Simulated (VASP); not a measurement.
Crystal: ZnSeS.

```xyz
3
Lattice="4.3425 0.0000 0.0000 -2.1712 3.7607 0.0000 0.0000 0.0000 4.2991" Properties=species:S:1:pos:R:3 pbc="T T T"
Zn    2.1712    1.2536    2.1495
Se    0.0000    2.5071    2.1495
S     0.0000    0.0000    0.0000
```

The cell was generated, and may not be a known phase.

```yaml
Program: VASP 6.6.1
Task: relaxation of cell and atoms
Functional: PBE
Potentials_or_basis: VASP PAW PBE potentials, release 64 (Zn, Se, S)
Cutoff: 600 eV
k_mesh: 6 × 6 × 4
Occupations: gaussian, width 0.1 eV
Spin: no spin polarisation
```

At the start: pressure -5.4 GPa; volume 23.40 Å³/atom.

Problem. Where does the relaxation end?

Solution. Over 6 steps the energy falls by 57.1 meV/atom and the volume is 20.08 Å³/atom (-14.2 %); space group P-6m2 (No. 187, to 0.1 Å) before and after.

Step by step:
```
step  energy change (eV)  largest force (eV/Å)  pressure (GPa)  volume (Å³)
   1              0.0000                0.0000           -5.36        70.21
   2             -0.1373                0.0000            0.16        62.55
   3             -0.1377                0.0000           -0.14        62.87
   4             -0.1519                0.0000           -0.08        62.25
   5             -0.1693                0.0000            0.08        60.90
   6             -0.1713                0.0000            0.18        60.23
```

Final structure:
```
CELL_PARAMETERS angstrom
4.22667 0.00000 0.00000
-2.11334 3.66041 0.00000
0.00000 0.00000 3.89307
ATOMIC_POSITIONS crystal
Zn 0.66667 0.33333 0.50000
Se 0.33333 0.66667 0.50000
S 0.00000 0.00000 0.00000
```

Caveat: the k points lie up to 0.40 Å⁻¹ apart in the final cell, too coarse for converged energies and pressures of a metal.
